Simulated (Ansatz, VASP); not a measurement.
# AlNi: VASP beside Ansatz

INCAR

```
SYSTEM = AlNi
  ALGO = Fast
  EDIFF = 1E-6
  ENCUT = 520
  GGA = PS
  ISIF = 2
  ISMEAR = 0
  LASPH = .TRUE.
  LCHARG = .FALSE.
  LREAL = .FALSE.
  LWAVE = .FALSE.
  NBANDS = 14
  NELM = 60
  PREC = Accurate
  SIGMA = 0.15
```

Contents of KPOINTS:

```
k-points
0
G
  16 16 16
  0 0 0
```

POSCAR

```
AlNi
1.0
    2.0211996418     -2.0211459310      0.0000000000
    2.0211996418      2.0211459310      0.0000000000
    0.0000000000      0.0000000000      2.8688666946
Al Ni
1 1
Direct
    0.0000000000      0.0000000000     -0.0066228243
    0.5000000000      0.5000000000      0.5030445329
```

Input for Ansatz:

```yaml
crystal:
  lattice:
    - [2.0211996418, -2.021145931, 0.0]
    - [2.0211996418, 2.021145931, 0.0]
    - [0.0, 0.0, 2.8688666946]
  atoms:
    - { symbol: Al, position: [0.0, 0.0, -0.0066228243] }
    - { symbol: Ni, position: [0.5, 0.5, 0.5030445329] }
basis:
  ecutwfc: 520.0
kpoints:
  mp_grid: { grid: [16, 16, 16] }
hamiltonian:
  xc: pbesol
  pseudopotentials: { kind: paw, azcp: { folder: soft_1 } }
scf:
  occupations: { method: gaussian, width: 0.15 }
output:
  forces: true
  stress: true
  eigenvalues: true
```

Change from the starting cell: mode 4 frozen in at +0.000 Å and mode 6 at -0.019 Å (largest displacements).

Alike in both runs: task single point; functional PBEsol; k mesh 16 × 16 × 16; occupations gaussian, width 0.15 eV; no spin polarisation.

```csv
,VASP,Ansatz
version,VASP 6.6.1,Ansatz 0.2.0
potentials or method,"VASP PAW PBE potentials, release 64 (Al, Ni), cutoff 520 eV","scalar-relativistic, plane waves, PAW"
valence electrons in the cell,13,21
```

|  | VASP | Ansatz | Ansatz less VASP |
| --- | --- | --- | --- |
| gap on the k mesh at the Fermi level (eV) | none | none | - |
| pressure (GPa) | 0.1 | 0.1 | -0.05 |
| traceless stress, the component that is largest in VASP (GPa) | -0.25 | -0.24 | +0.006 |
| rms of the force components (eV/Å) | 0.100 | 0.099 | -0.0010 |

VASP's potentials were made for PBE, not for PBEsol, and Ansatz warns of the same on its side. Atom by atom the forces differ by 0.001 eV/Å (rms over components). A gap of «none» marks a metal or a gap that the smearing closes. VASP's potentials hold 13 valence electrons a cell and Ansatz's 21, so a difference there can come from the potentials and not from the codes. Ansatz's warnings: near symmetry operations not taken.
